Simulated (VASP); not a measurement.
# GeP4: relaxation of cell and atoms with PBE

The system is GeP4.

```
Ge P
1.0
    -2.92621    2.92621    2.92621
     2.92621   -2.92621    2.92621
     2.92621    2.92621   -2.92621
Ge P
1 4
Direct
  0.00000 0.00000 0.00000
  0.00000 0.00000 0.50000
  0.50000 0.00000 0.00000
  0.00000 0.50000 0.00000
  0.50000 0.50000 0.50000
```

The cell was built from a structure type or drawn by symmetry, and may not be a known phase.

| Item | Value |
| --- | --- |
| Program | VASP 6.6.1 |
| Task | relaxation of cell and atoms |
| Functional | PBE |
| Potentials or basis | VASP PAW PBE potentials, release 64 (Ge_d, P) |
| Cutoff | 600 eV |
| k mesh | 10 × 10 × 10 |
| Occupations | gaussian, width 0.1 eV |
| Spin | no spin polarisation |
| Dipole correction | no |
| Further INCAR settings | ALGO = Normal; EDIFF = 1e-07; IBRION = 2; EDIFFG = -0.01; NSW = 100; ISIF = 3 |

```yaml
Relaxed_volume: 18.91 Å³/atom
Relaxed_cell: a = 4.971 Å, b = 4.971 Å, c = 4.971 Å, α = 109.47°, β = 109.47°, γ = 109.47°
Space_group_after_relaxing_to_0.1_Å: Im-3m (No. 229)
Energy_gained_by_relaxing: 13.4 meV/atom
Ionic_steps: 3
Pressure_after_relaxing: 0.0 GPa
Band_gap_on_the_k_mesh: zero (bands 17 and 18 overlap by 2.61 eV)
```

Step by step:
| step | energy change (eV) | largest force (eV/Å) | pressure (GPa) | volume (Å³) |
| --- | --- | --- | --- | --- |
| 1 | 0.0000 | 0.0000 | -3.62 | 100.23 |
| 2 | -0.0659 | 0.0000 | 0.57 | 93.80 |
| 3 | -0.0672 | 0.0000 | 0.03 | 94.54 |

Final structure:
```
Ge P
1.0
    -2.86985    2.86985    2.86985
     2.86985   -2.86985    2.86985
     2.86985    2.86985   -2.86985
Ge P
1 4
Direct
  0.00000 0.00000 0.00000
  0.00000 0.00000 0.50000
  0.50000 0.00000 0.00000
  0.00000 0.50000 0.00000
  0.50000 0.50000 0.50000
```

Levels at points of the mesh, in eV from the Fermi level:
```
           k point  band 13  band 14  band 15  band 16  band 17  band 18  band 19  band 20  band 21
(0.00, 0.00, 0.00)    -5.44    -3.65    -3.65    -3.65     1.73     1.73     1.73     2.31     2.31
(0.50, 0.00, 0.00)    -2.80    -1.91    -1.68    -1.46    -1.14    -0.15     0.61     1.39     1.78
(0.50, 0.50, 0.50)    -2.57    -2.57    -2.57     1.29     1.29     1.29     3.02     3.02     3.02
```

Run time: 2.8 min on 1 thread of AMD EPYC 9R45 96-Core Processor (Zen 5), with other jobs on the host, peak memory 0.28 GiB.
